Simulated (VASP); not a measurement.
Here is a VASP 6.6.1 calculation.

POSCAR

```
BeS
1.0
    0.0000000000      2.3172971951      2.3172971951
    2.3172971951      0.0000000000      2.3172971951
    2.3172971951      2.3172971951      0.0000000000
Be S
1 1
Direct
    0.0000000000      0.0000000000      0.0000000000
    0.5000000000      0.5000000000      0.5000000000
```

The input INCAR.step1:

```
PREC     = Accurate       # precision mode
ENCUT    = 520            # plane-wave cutoff, eV
ISMEAR   = 0              # smearing method
SIGMA    = 0.05           # smearing width, eV
LREAL    = False          # projectors in reciprocal space
LASPH    = True           # aspherical terms in the spheres
NELM     = 80             # most SCF steps
NBANDS   = 11             # bands
GGA      = PE             # functional
ALGO     = Normal         # electronic algorithm
EDIFF    = 1E-4           # SCF threshold, eV
LWAVE    = True           # write WAVECAR
LCHARG   = False          # write CHGCAR
```

Contents of INCAR.step2:

```
PREC     = Accurate       # precision mode
ENCUT    = 520            # plane-wave cutoff, eV
EDIFF    = 1E-6           # SCF threshold, eV
ISMEAR   = 0              # smearing method
SIGMA    = 0.05           # smearing width, eV
LREAL    = False          # projectors in reciprocal space
LASPH    = True           # aspherical terms in the spheres
NELM     = 80             # most SCF steps
ALGO     = Normal         # electronic algorithm
ISIF     = 2              # what is computed and relaxed
LWAVE    = False          # write WAVECAR
LCHARG   = False          # write CHGCAR
METAGGA  = R2SCAN         # meta-GGA
LMIXTAU  = True         
NBANDS   = 11             # bands
ISTART   = 1
```

The input KPOINTS:

```
Automatic mesh
0
Gamma
  6 6 6
```

Potentials or basis: VASP PAW PBE potentials, release 64 (Be, S).

Launch:

```bash
$ cat potpaw_PBE.64/Be/POTCAR potpaw_PBE.64/S/POTCAR > POTCAR
$ cp INCAR.step1 INCAR
$ mpirun -np 1 vasp_std > vasp.out
$ cp INCAR.step2 INCAR
$ mpirun -np 1 vasp_std > vasp.out
```

Task: Estimate the band gap on the k mesh.

Result: 1.35 eV, indirect (least direct gap 4.59 eV).

Task: What does it give for the pressure?

Result: 0.1 GPa.

Caveat: the PAW data sets were made with another functional, which shifts forces and pressure a little. r2SCAN opens gaps a little over a GGA but as a rule still falls short of measured ones.
